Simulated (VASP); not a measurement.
Wanted: the native input for a VASP 6.6.1 run.

```
Task                   : single point
Functional             : PBEsol
Potentials or basis    : VASP PAW PBE potentials, release 64 (Mg, O)
Cutoff                 : 520 eV
k mesh                 : 12 × 12 × 12
Occupations            : gaussian, width 0.05 eV
Spin                   : no spin polarisation
Dipole correction      : no
Further INCAR settings : ALGO = Normal; EDIFF = 1e-06; NBANDS = 14
```

The structure of MgO2 lies in POSCAR:

```
MgO2
1.0
    1.6075808218      0.9281372202      3.4573706250
   -1.6075808218      0.9281372202      3.4573706250
    0.0000000000     -1.8562744404      3.4573706250
Mg O
1 2
Direct
    0.0000000000      0.0000000000      0.0000000000
    0.4291433728      0.4291433728      0.4291433728
    0.5708566272      0.5708566272      0.5708566272
```

This cell differs from its parent crystal: strain +0.0150 x Voigt [1, 1, 0, 0, 0, 0].

The input as run:

INCAR

```
SYSTEM = MgO2
PREC = Accurate
ENCUT = 520
EDIFF = 1E-6
ISMEAR = 0
SIGMA = 0.05
LREAL = .FALSE.
LASPH = .TRUE.
NELM = 80
ALGO = Normal
ISIF = 2
LWAVE = .FALSE.
LCHARG = .FALSE.
GGA = PS
NBANDS = 14
```

KPOINTS

```
Automatic mesh
0
G
  12 12 12
  0 0 0
```

Potentials or basis: VASP PAW PBE potentials, release 64 (Mg, O).

Command:

```sh
$ cat potpaw_PBE.64/Mg/POTCAR potpaw_PBE.64/O/POTCAR > POTCAR
$ mpirun -np 1 vasp_std > vasp.out
```

It gave:

```
Pressure               : -3.2 GPa
Largest force          : 0.399 eV/Å
Band gap on the k mesh : 2.48 eV, direct
```

Caveat: the cell differs from its parent crystal (strain +0.0150 x Voigt [1, 1, 0, 0, 0, 0]); the PAW data sets were made with another functional, which shifts forces and pressure a little.

It took 45 s on 1 thread of Intel(R) Xeon(R) 6975P-C (Granite Rapids), with other jobs on the host, peak memory 0.22 GiB.
